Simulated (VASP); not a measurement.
Runs of VASP 6.6.1 on CaHf. The structure is that of space group Pmma (No. 51), or close to it. The cells are those of the table. 

| task | cell | k mesh | cutoff (eV) | gap on the mesh (eV) | pressure (GPa) | largest force (eV/Å) |
| --- | --- | --- | --- | --- | --- | --- |
| single point | a = 5.109, b = 3.332, c = 6.862 Å, 4 atoms | 4 × 6 × 4 | 520 | none | 0.0 | (a) |
| single point | a = 5.216, b = 3.452, c = 5.326 Å, 4 atoms | 4 × 6 × 4 | 520 | none | 8.9 | 0.70 |
| relaxation of cell and atoms | relaxed from a = 5.216, b = 3.452, c = 5.326 Å, 4 atoms | 4 × 6 × 4 | 600 | none | 0.0 | 0.03 |
| single point | a = 5.097, b = 3.337, c = 6.857 Å, 4 atoms | 10 × 14 × 8 | 520 | none | (b) | 0.02 |

Alike in all rows: level PBE; potentials or basis VASP PAW PBE potentials, release 64 (Ca_sv, Hf_pv); no spin polarisation; smearing gaussian 0.1 eV.

Q: Estimate the missing entries.

A: (a) 0.01; (b) -0.1.

Caveats: spin-orbit coupling is left out, which moves the levels of the heavy elements.

A k mesh can miss the band edges, and the runs leave out spin-orbit coupling on Hf.

A gap of «none» marks levels without a gap at the run's occupations.
